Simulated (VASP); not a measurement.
Set up this calculation in VASP 6.6.1, as the native input.

```yaml
Task: single point
Functional: PBE
Potentials_or_basis: VASP PAW PBE potentials, release 64 (Al, Pt)
Cutoff: 520 eV
k_mesh: 7 × 7 × 7
Occupations: methfessel-paxton, width 0.3 eV
Spin: no spin polarisation
Dipole_correction: no
Further_INCAR_settings: ALGO = Normal; EDIFF = 1e-06; NBANDS = 15
```

The structure of Al2Pt lies in POSCAR:

```
Al2Pt
1.0
    0.0000000000      2.9550000000      2.9550000000
    2.9550000000      0.0000000000      2.9550000000
    2.9550000000      2.9550000000      0.0000000000
Al Pt
2 1
Direct
    0.2500000000      0.2500000000      0.2500000000
    0.7500000000      0.7500000000      0.7500000000
    0.0000000000      0.0000000000      0.0000000000
```

The input as run:

INCAR

```
PREC = Accurate ; ENCUT = 520
EDIFF = 1E-6 ; ISMEAR = 1
SIGMA = 0.3 ; LREAL = False
LASPH = True ; NELM = 60
ALGO = Normal ; ISIF = 2
LWAVE = False ; LCHARG = False
GGA = PE ; NBANDS = 15
```

KPOINTS

```
Automatic mesh
0
Gamma
  7 7 7
```

Potentials or basis: VASP PAW PBE potentials, release 64 (Al, Pt).

The run is started by

```sh
$ cat potpaw_PBE.64/Al/POTCAR potpaw_PBE.64/Pt/POTCAR > POTCAR
$ mpirun -np 1 vasp_std > vasp.out
```

It gave:

- Pressure: 2.3 GPa
- Band gap on the k mesh: zero (band 8 reaches 11.72 eV, above the bottom of band 9 at 6.54 eV)

Caveat: spin-orbit coupling is left out, which moves the levels of the heavy elements.

It took 16 s on 1 thread of Intel Xeon 6975P-C, on a shared host, peak memory 0.18 GiB.
